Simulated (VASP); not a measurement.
## Ta: single point with PBEsol

Crystal: Ta.

```
Ta
1.0
    -1.71384    1.66380    1.60595
     1.69320   -1.68230    1.60382
     1.68622    1.65469   -1.62445
Ta
1
Direct
  0.00000 0.00000 0.00000
```

```
Program                : VASP 6.6.1
Task                   : single point
Functional             : PBEsol
Potentials or basis    : VASP PAW PBE potentials, release 64 (Ta_pv)
Cutoff                 : 520 eV
k mesh                 : 7 × 7 × 6
Occupations            : fermi-dirac, width 0.05 eV
Spin                   : no spin polarisation
Dipole correction      : no
Further INCAR settings : ALGO = Fast; EDIFF = 1e-07; NBANDS = 12
```

* Pressure: -3.2 GPa

Stress tensor (GPa, compression positive):
```
-5.92  1.45  1.42
 1.45 -4.19  1.07
 1.42  1.07  0.60
```

Levels at points of the mesh, in eV from the Fermi level:
```
           k point  band 4  band 5  band 6  band 7  band 8  band 9
(0.00, 0.00, 0.00)   -7.90    0.35    0.80    1.13    3.62    4.40
(0.00, 0.00, 0.50)   -4.36   -1.09    1.56    3.30    4.56    7.84
```

Wall time 14 s on 1 thread of Intel Xeon 6975P-C (shared host), peak memory 0.16 GiB.

Caveat: the k points lie up to 0.45 Å⁻¹ apart; the PAW data sets were made with another functional, which shifts forces and pressure a little; spin-orbit coupling is left out, which moves the levels of the heavy elements.
